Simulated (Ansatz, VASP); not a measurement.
**Two plane-wave programs on SiO2**

INCAR

```
PREC = Accurate ; ENCUT = 600
EDIFF = 1E-6 ; ISMEAR = 0
SIGMA = 0.02 ; LREAL = F
LASPH = T ; NELM = 100
ALGO = Normal ; ISIF = 3
LWAVE = F ; LCHARG = F
GGA = PE ; IBRION = 2
NSW = 100 ; EDIFFG = -0.01
```

Contents of KPOINTS:

```
Automatic mesh
0
Gamma
  4 8 4
```

Contents of POSCAR:

```
SiO2
1.0
    5.2953825743      0.0000000000      0.0000000000
    0.0000000000      2.8130319954      0.0000000000
    0.0000000000      0.0000000000      6.0009443988
Si O
2 4
Direct
    0.7500000000      0.0000000000      0.8445617369
    0.2500000000      0.0000000000      0.1554382631
    0.7500000000      0.5000000000      0.7000223900
    0.2500000000      0.5000000000      0.2999776100
    0.0000000000      0.0000000000      0.0000000000
    0.5000000000      0.0000000000      0.0000000000
```

Input for Ansatz:

```yaml
crystal:
  lattice:
    - [5.2953825743, 0.0, 0.0]
    - [0.0, 2.8130319954, 0.0]
    - [0.0, 0.0, 6.0009443988]
  atoms:
    - { symbol: Si, position: [0.75, 0.0, 0.8445617369] }
    - { symbol: Si, position: [0.25, 0.0, 0.1554382631] }
    - { symbol: O, position: [0.75, 0.5, 0.70002239] }
    - { symbol: O, position: [0.25, 0.5, 0.29997761] }
    - { symbol: O, position: [0.0, 0.0, 0.0] }
    - { symbol: O, position: [0.5, 0.0, 0.0] }
basis:
  ecutwfc: 420
kpoints:
  mp_grid: { grid: [4, 8, 4] }
hamiltonian:
  xc: pbe
scf:
  occupations: { method: gaussian, width: 0.02 }
output:
  forces: true
  stress: true
  eigenvalues: true
relax:
  adjacent_minimum: "off"
  f_tol: 0.01
  max_steps: 80
  cell: { stress_tol: 0.05 }
```

Change from the starting cell: ordered vacancies on the anion sites of rhenium trioxide (Pmma, No. 51).

Alike in both runs: task relaxation of cell and atoms; functional PBE; k mesh 4 × 8 × 4; occupations gaussian, width 0.02 eV; no spin polarisation.

|  | VASP | Ansatz |
| --- | --- | --- |
| version | VASP 6.6.1 | Ansatz 0.2.0 |
| potentials or method | VASP PAW PBE potentials, release 64 (Si, O), cutoff 600 eV | scalar-relativistic, plane waves, PAW |
| valence electrons in the cell | 32 | 32 |

Ansatz gave:

| Property | Result |
| --- | --- |
| gap on the k mesh at the Fermi level, each at its own relaxed structure (eV) | 5.21 |
| relaxed volume (Å³/atom) | 15.62 |
| relaxed length of the cell vector where the two differ most in proportion (Å) | 6.299 |

**Question.** What did VASP give for the same quantities?

**Answer.** gap on the k mesh at the Fermi level, each at its own relaxed structure (eV): 5.19; relaxed volume (Å³/atom): 14.87; relaxed length of the cell vector where the two differ most in proportion (Å): 5.998.

One of these differences is far larger than is usual between the two programs; its cause wasn't traced.
